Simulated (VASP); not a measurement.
Wanted: the native input for a VASP 6.6.1 run.

```
Task                   : single point
Functional             : PBE
Potentials or basis    : VASP PAW PBE potentials, release 64 (Al, N)
Cutoff                 : 520 eV
k mesh                 : 12 × 12 × 6
Occupations            : gaussian, width 0.01 eV
Spin                   : no spin polarisation
Dipole correction      : no
Further INCAR settings : ALGO = Normal; EDIFF = 1e-06; NBANDS = 16
```

The structure of AlN lies in POSCAR:

```
AlN
1.0
    3.1302469247      0.0000000000      0.0000000000
   -1.5651234623      2.7108733569      0.0000000000
    0.0000000000      0.0000000000      5.0179926667
Al N
2 2
Direct
    0.3333333333      0.6666666667     -0.0007707950
    0.6666666667      0.3333333333      0.4992292050
    0.3333333333      0.6666666667      0.3807707950
    0.6666666667      0.3333333333      0.8807707950
```

These files were run (other wordings do the same):

INCAR

```
SYSTEM = AlN
ALGO     = Normal         ! electronic algorithm
EDIFF    = 1E-6           ! SCF threshold, eV
ENCUT    = 520            ! plane-wave cutoff, eV
GGA      = PE             ! functional
ISIF     = 2              ! what is computed and relaxed
ISMEAR   = 0              ! smearing method
LASPH    = .True.         ! aspherical terms in the spheres
LCHARG   = .False.        ! write CHGCAR
LREAL    = .False.        ! projectors in reciprocal space
LWAVE    = .False.        ! write WAVECAR
NBANDS   = 16             ! bands
NELM     = 60             ! most SCF steps
PREC     = Accurate       ! precision mode
SIGMA    = 0.01           ! smearing width, eV
```

KPOINTS

```
k-points
0
Gamma
  12 12 6
  0 0 0
```

Potentials or basis: VASP PAW PBE potentials, release 64 (Al, N).

The run is started by

```console
$ cat potpaw_PBE.64/Al/POTCAR potpaw_PBE.64/N/POTCAR > POTCAR
$ mpirun -np 1 vasp_std > vasp.out
```

It gave:

| Item | Value |
| --- | --- |
| Pressure | -0.3 GPa |
| Band gap on the k mesh | 4.04 eV |

It took 22 s on 1 thread of AMD EPYC 9R45 96-Core Processor (Zen 5) (shared host), peak memory 0.15 GiB.
